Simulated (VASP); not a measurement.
# WC (Qusongite) (P-6m2) in VASP: further runs

Aim: see how the results for WC (Qusongite) move with the level of theory and the settings. Levels: PBE, PBEsol. Tasks: elastic constants, vibrations by perturbation theory.

All numbers are computed with VASP 6.6.1; they aren't measurements. Logs are shortened: lines on timing, memory, paths and dates and some standing lists are left out, and cuts for length are marked.

## (1) The cell of the first run

Symmetry: P-6m2, No. 187, hexagonal system. The conventional cell has a = 2.907 Å, b = 2.907 Å, c = 2.837 Å, α = 90.00°, β = 90.00°, γ = 120.00°. W (site symmetry -6m2) has 6 C at 2.20 Å and 2 W at 2.84 Å within 2.9 Å. C (site symmetry -6m2) has 6 W at 2.20 Å and 2 C at 2.84 Å within 2.9 Å.

## (2) Elastic constants, PBE

File INCAR:

```
SYSTEM = WC
PREC = Accurate ; ENCUT = 600
EDIFF = 1E-8 ; ISMEAR = -1
SIGMA = 0.05 ; LREAL = .False.
LASPH = .True. ; NELM = 100
ALGO = Normal ; ISIF = 3
LWAVE = .False. ; LCHARG = .True.
GGA = PE ; NBANDS = 16
IBRION = 6 ; NFREE = 2
POTIM = 0.015 ; NSW = 1
```

File KPOINTS:

```
regular mesh
0
Gamma
  7 7 7
  0 0 0
```

File POSCAR:

```
WC
1.0
    2.9065000000      0.0000000000      0.0000000000
   -1.4532500000      2.5171028361      0.0000000000
    0.0000000000      0.0000000000      2.8366000000
W C
1 1
Direct
    0.0000000000      0.0000000000      0.0000000000
    0.6666666667      0.3333333333      0.5000000000
```

Potentials or basis: VASP PAW PBE potentials, release 64 (W_sv, C).

Started as:

```sh
> cat potpaw_PBE.64/W_sv/POTCAR potpaw_PBE.64/C/POTCAR > POTCAR
> mpirun -np 1 vasp_std > vasp.out
```

OUTCAR:

```text
SYSTEM = WC
   PREC = Accurate
   ENCUT = 600
   EDIFF = 1E-8
   ISMEAR = -1
   LREAL = .False.
   LASPH = .True.
   NELM = 100
   ISIF = 3
   GGA = PE
   IBRION = 6
   NFREE = 2
   POTIM = 0.015
   NSW = 1

 ion  position               nearest neighbor table
   1  0.000  0.000  0.000-   2 2.20   2 2.20   2 2.20   2 2.20   2 2.20   2 2.20
   2  0.667  0.333  0.500-   1 2.20   1 2.20   1 2.20   1 2.20   1 2.20   1 2.20

  LATTYP: Found a hexagonal cell.
 ALAT       =     2.9065000000
 C/A-ratio  =     0.9759504559

  Lattice vectors:

 A1 = (   2.9065000000,   0.0000000000,   0.0000000000)
 A2 = (  -1.4532500000,   2.5171028361,   0.0000000000)
 A3 = (   0.0000000000,   0.0000000000,   2.8366000000)

Analysis of symmetry for initial positions (statically):
=====================================================================
 Subroutine PRICEL returns:
 Original cell was already a primitive cell.

 Routine SETGRP: Setting up the symmetry group for a
 hexagonal supercell.

 Subroutine GETGRP returns: Found 12 space group operations
 (whereof 12 operations were pure point group operations)
 out of a pool of 24 trial point group operations.

The static configuration has the point symmetry D_3h.

Analysis of symmetry for dynamics (positions and initial velocities):
=====================================================================
 Subroutine PRICEL returns:
 Original cell was already a primitive cell.

 Routine SETGRP: Setting up the symmetry group for a
 hexagonal supercell.

 Subroutine GETGRP returns: Found 12 space group operations
 (whereof 12 operations were pure point group operations)
 out of a pool of 24 trial point group operations.

The dynamic configuration has the point symmetry D_3h.

 Subroutine INISYM returns: Found 12 space group operations
[... 340 lines left out ...]
 val. band max:       11.1732316256   @ k =   0.1429   0.0000   0.4286
 cond. band min:      11.2241097754   @ k =   0.0000   0.0000   0.1429
 fundamental gap:      0.0508781498
 Fermi energy:        11.1927645808

 k-point     1 :       0.0000    0.0000    0.0000
  band No.  band energies     occupation
      1     -62.9275      2.00000
      2     -26.9216      2.00000
      3     -26.7992      2.00000
      4     -26.7992      2.00000
      5      -3.3780      2.00000
      6       6.7579      2.00000
[... 433 lines left out ...]
      3     -27.2216      2.00000
      4     -27.1851      2.00000
      5       0.2920      2.00000
      6       4.8342      2.00000
[... 8 lines left out ...]
     15      24.7336      0.00000
     16      26.6237      0.00000

 [... further k-points ...]
[... 5 lines left out ...]
  --------------------------------------------------------------------------------------
  -------------------------------------------------------------------------------------
  Total        0.9035791      0.9035791      0.9300296      0.0000000      0.0000000      0.0000000
  in kB       69.7601479     69.7601479     71.8022369      0.0000000      0.0000000      0.0000000
  external PRESSURE =      70.4408443 kB  Pullay stress =       0.0000000 kB
[... 17 lines left out ...]
  FREE ENERGIE OF THE ION-ELECTRON SYSTEM (eV)
  ---------------------------------------------------
  free  energy   TOTEN  =       -22.4370230294 eV

  energy  without entropy=      -22.4336968317  energy(sigma->0) =      -22.43535993

 INTERNAL STRAIN TENSORS FROM STRAINED CELLS
 ============================================

 INTERNAL STRAIN TENSOR FOR ION    1 for displacements in x,y,z  (eV/Angst):
          X           Y           Z          XY          YZ          ZX
  --------------------------------------------------------------------------------
  x     0.00000    -0.00000     0.00000     4.37325    -0.00000    -0.00000
  y     4.42693    -4.40272     0.00000    -0.00013    -0.00021     0.00010
  z     0.00000     0.00000     0.00000     0.00000     0.00800     0.00000

 INTERNAL STRAIN TENSORS FROM DISPLACED ATOMS
 ============================================

 INTERNAL STRAIN TENSOR FOR ION    1 for displacements in x,y,z  (eV/Angst):
          X           Y           Z          XY          YZ          ZX
  --------------------------------------------------------------------------------
  x    -0.00000     0.00000     0.00000     4.21918     0.00000     0.00000
  y     4.21918    -4.21918     0.00000     0.00000     0.00000     0.00000
  z     0.00000     0.00000     0.00000     0.00000     0.00000     0.00000

 INTERNAL STRAIN TENSOR FOR ION    2 for displacements in x,y,z  (eV/Angst):
          X           Y           Z          XY          YZ          ZX
  --------------------------------------------------------------------------------
  x     0.00000     0.00000     0.00000    -4.20969     0.00000     0.00000
  y    -4.20969     4.20969     0.00000     0.00000     0.00000     0.00000
  z     0.00000     0.00000     0.00000     0.00000     0.00000     0.00000

 Eigenvectors and eigenvalues of the dynamical matrix
 ----------------------------------------------------

   1 f  =   18.772034 THz   117.948171 2PiTHz  626.167669 cm-1    77.634862 meV
             X         Y         Z           dx          dy          dz
      0.000000  0.000000  0.000000     0.000000    0.247670    0.000000
      1.453250  0.839034  1.418300     0.000000   -0.968845    0.000000
[... 21 lines left out ...]
   6 f/i=    0.000944 THz     0.005931 2PiTHz    0.031488 cm-1     0.003904 meV
             X         Y         Z           dx          dy          dz
      0.000000  0.000000  0.000000     0.000000    0.000000    0.968840
      1.453250  0.839034  1.418300     0.000000    0.000000    0.247689

--------------------------------------------------------------------------------------------------------

 ELASTIC MODULI CONTR FROM IONIC RELAXATION (kBar)
 Direction    XX          YY          ZZ          XY          YZ          ZX
 --------------------------------------------------------------------------------
 XX         -84.3432     84.3432      0.0000      0.0000      0.0000      0.0000
 YY          84.3432    -84.3432      0.0000     -0.0000      0.0000      0.0000
 ZZ           0.0000      0.0000      0.0000      0.0000      0.0000      0.0000
 XY           0.0000     -0.0000      0.0000    -84.3432      0.0000      0.0000
 YZ           0.0000      0.0000      0.0000      0.0000      0.0000      0.0000
 ZX           0.0000      0.0000      0.0000      0.0000      0.0000      0.0000
 --------------------------------------------------------------------------------

 TOTAL ELASTIC MODULI (kBar)
 Direction    XX          YY          ZZ          XY          YZ          ZX
 --------------------------------------------------------------------------------
 XX        7182.2771   2610.1010   1892.1523      0.0000      0.0000      0.0000
 YY        2610.1010   7182.2771   1892.1523     -0.0000      0.0000      0.0000
 ZZ        1892.1523   1892.1523   9879.2434      0.0000      0.0000      0.0000
 XY           0.0000     -0.0000      0.0000   2286.0880      0.0000      0.0000
 YZ           0.0000      0.0000      0.0000      0.0000   3183.0068      0.0000
 ZX           0.0000      0.0000      0.0000      0.0000      0.0000   3183.0063
 --------------------------------------------------------------------------------
```

It took 2.2 min on 1 thread of Intel Xeon 6975P-C (Granite Rapids), shared host; peak memory 0.21 GiB.

What came out:

| Property | Result |
| --- | --- |
| Voigt bulk modulus | 411 GPa |
| Highest phonon frequency at Γ, LO-TO splitting left out | 626 cm⁻¹ |

Phonon frequencies in cm⁻¹ (negative: imaginary):
```tsv
q point	frequencies
(0.000, 0.000, 0.000)	0 0 0 591 626 626
```

Elastic tensor in Voigt notation (GPa, in the Cartesian axes of the cell as first typed):
```
718 261 189   0   0   0
261 718 189   0   0   0
189 189 988   0   0   0
  0   0   0 318   0   0
  0   0   0   0 318   0
  0   0   0   0   0 229
```

Clamped-ion elastic tensor (GPa):
```
727 253 189   0   0   0
253 727 189   0   0   0
189 189 988   0   0   0
  0   0   0 318   0   0
  0   0   0   0 318   0
  0   0   0   0   0 237
```

Caveat: the cell is under stress, which shifts elastic constants; spin-orbit coupling is left out, which moves the levels of the heavy elements.

## (3) Vibrations by perturbation theory, PBEsol

File INCAR:

```
SYSTEM = WC
PREC = Accurate
ENCUT = 520
EDIFF = 1E-8
ISMEAR = -1
SIGMA = 0.05
LREAL = .False.
LASPH = .True.
NELM = 60
ALGO = Normal
ISIF = 2
LWAVE = .False.
LCHARG = .False.
GGA = PS
NBANDS = 16
IBRION = 8
NSW = 1
```

File KPOINTS:

```
Automatic mesh
0
Gamma
  7 7 7
  0 0 0
```

POSCAR is that of step 2.

Potentials or basis: VASP PAW PBE potentials, release 64 (W_sv, C).

Started as:

```sh
> cat potpaw_PBE.64/W_sv/POTCAR potpaw_PBE.64/C/POTCAR > POTCAR
> mpirun -np 1 vasp_std > vasp.out
```

OUTCAR:

```text
SYSTEM = WC
   PREC = Accurate
   ENCUT = 520
   EDIFF = 1E-8
   ISMEAR = -1
   LREAL = .False.
   LASPH = .True.
   NELM = 60
   ISIF = 2
   GGA = PS
   IBRION = 8
   NSW = 1

 ion  position               nearest neighbor table
   1  0.000  0.000  0.000-   2 2.20   2 2.20   2 2.20   2 2.20   2 2.20   2 2.20
   2  0.667  0.333  0.500-   1 2.20   1 2.20   1 2.20   1 2.20   1 2.20   1 2.20

  LATTYP: Found a hexagonal cell.
 ALAT       =     2.9065000000
 C/A-ratio  =     0.9759504559

  Lattice vectors:

 A1 = (   2.9065000000,   0.0000000000,   0.0000000000)
 A2 = (  -1.4532500000,   2.5171028361,   0.0000000000)
 A3 = (   0.0000000000,   0.0000000000,   2.8366000000)

Analysis of symmetry for initial positions (statically):
=====================================================================
 Subroutine PRICEL returns:
 Original cell was already a primitive cell.

 Routine SETGRP: Setting up the symmetry group for a
 hexagonal supercell.

 Subroutine GETGRP returns: Found 12 space group operations
 (whereof 12 operations were pure point group operations)
 out of a pool of 24 trial point group operations.

The static configuration has the point symmetry D_3h.

Analysis of symmetry for dynamics (positions and initial velocities):
=====================================================================
 Subroutine PRICEL returns:
 Original cell was already a primitive cell.

 Routine SETGRP: Setting up the symmetry group for a
 hexagonal supercell.

[... 642 lines left out ...]
 -----------------------------------------------------------------------------------
    total drift:                                0.000000     -0.000000      0.000000

  FREE ENERGIE OF THE ION-ELECTRON SYSTEM (eV)
  ---------------------------------------------------
  free  energy   TOTEN  =       -23.8952552750 eV

  energy  without entropy=      -23.8920197989  energy(sigma->0) =      -23.89363754

[... ionic steps 2 to 3 ...]

--------------------------------------- Ionic step        4  -------------------------------------------

------------------------ aborting loop because EDIFF is reached ----------------------------------------
[... 11 lines left out ...]
[... ionic steps 8 to 8 ...]

--------------------------------------- Ionic step        9  -------------------------------------------

 Free energy of the ion-electron system (eV)
  ---------------------------------------------------
  ---------------------------------------------------
  free energy    TOTEN  =        -0.12109304 eV

  energy without entropy =       -0.12109304

------------------------ aborting loop because EDIFF is reached ----------------------------------------

 INTERNAL STRAIN TENSOR  FOR ION    2  DIRECTION 3   (eV/Angst):
 -----------------------------------------------------------------------------
     0.00887  0.00000  0.00000
    -0.00000  0.00887  0.00000
    -0.00000  0.00000 -0.00943

 INTERNAL STRAIN TENSOR FOR ION    2 for displacements in x,y,z  (eV/Angst):
          X           Y           Z          XY          YZ          ZX
  --------------------------------------------------------------------------------
  x    -0.00000     0.00000     0.00000    -4.03477     0.00000     0.00000
  y    -4.03477     4.03477     0.00000     0.00000     0.00000     0.00000
  z     0.00000     0.00000     0.00000     0.00000     0.00000     0.00000

 SECOND DERIVATIVES (NOT SYMMETRIZED)
 ------------------------------------
               1X          1Y          1Z          2X          2Y          2Z
  1X   -16.124765    0.000000    0.000000   16.124765    0.000000    0.000000
  1Y    -0.000000  -16.124765    0.000000    0.000000   16.124765    0.000000
  1Z     0.000000   -0.000000  -14.166367    0.000000    0.000000   14.166367
  2X    16.121907    0.000000    0.000000  -16.121907    0.000000    0.000000
  2Y     0.000000   16.121907    0.000000   -0.000000  -16.121907    0.000000
  2Z     0.000000    0.000000   14.160619    0.000000    0.000000  -14.160619

 Eigenvectors and eigenvalues of the dynamical matrix
 ----------------------------------------------------

   1 f  =   18.694501 THz   117.461013 2PiTHz  623.581426 cm-1    77.314208 meV
             X         Y         Z           dx          dy          dz
      0.000000  0.000000  0.000000    -0.000000   -0.247658    0.000000
      1.453250  0.839034  1.418300    -0.000000    0.968848    0.000000
[... 21 lines left out ...]
   6 f/i=    0.000853 THz     0.005361 2PiTHz    0.028458 cm-1     0.003528 meV
             X         Y         Z           dx          dy          dz
      0.000000  0.000000  0.000000     0.000000    0.000000    0.968841
      1.453250  0.839034  1.418300     0.000000    0.000000    0.247684

--------------------------------------------------------------------------------------------------------

 ELASTIC MODULI CONTR FROM IONIC RELAXATION (kBar)
 Direction    XX          YY          ZZ          XY          YZ          ZX
 --------------------------------------------------------------------------------
 XX         -58.0736     58.0736      0.0000      0.0000      0.0000      0.0000
 YY          58.0736    -58.0736      0.0000      0.0000      0.0000      0.0000
 ZZ           0.0000      0.0000      0.0000      0.0000      0.0000      0.0000
 XY           0.0000      0.0000      0.0000    -58.0736      0.0000      0.0000
 YZ           0.0000      0.0000      0.0000      0.0000      0.0000      0.0000
 ZX           0.0000      0.0000      0.0000      0.0000      0.0000      0.0000
 --------------------------------------------------------------------------------
```

OSZICAR:

```text
N       E                     dE             d eps       ncg     rms          rms(c)
DAV:   1     0.106815073516E+03    0.10682E+03   -0.96067E+03  1032   0.125E+03
DAV:   2    -0.236557846056E+02   -0.13047E+03   -0.12631E+03  1224   0.330E+02
DAV:   3    -0.267919756031E+02   -0.31362E+01   -0.31282E+01  1152   0.491E+01
DAV:   4    -0.268071765902E+02   -0.15201E-01   -0.15200E-01  1344   0.390E+00
[... 75 lines left out ...]
RMM:   7    -0.121092763330E+00    0.20400E-05   -0.77150E-08  2492   0.133E-03    0.207E-04
RMM:   8    -0.121093122758E+00   -0.35943E-06   -0.67278E-08  2666   0.445E-04    0.743E-05
RMM:   9    -0.121093274671E+00   -0.15191E-06    0.44214E-08  2580   0.114E-04    0.206E-05
RMM:  10    -0.121093040821E+00    0.23385E-06    0.47717E-09  2624   0.478E-05    0.294E-06
RMM:  11    -0.121093040131E+00    0.69051E-09    0.87048E-09  2602   0.109E-05    0.104E-06
 Linear response finished
```

Run time: 1.7 min. Hardware: 1 thread of Intel Xeon 6975P-C (Granite Rapids), shared host; peak memory 0.23 GiB.

Results:

| Property | Result |
| --- | --- |
| Highest phonon frequency at Γ, LO-TO splitting left out | 624 cm⁻¹ |

Phonon frequencies in cm⁻¹ (negative: imaginary):
| q point | frequencies |
| --- | --- |
| (0.000, 0.000, 0.000) | 0 0 0 584 624 624 |

Caveat: the cell wasn't relaxed at this level first, which shifts response properties; the PAW data sets were made with another functional, which shifts forces and pressure a little; spin-orbit coupling is left out, which moves the levels of the heavy elements.
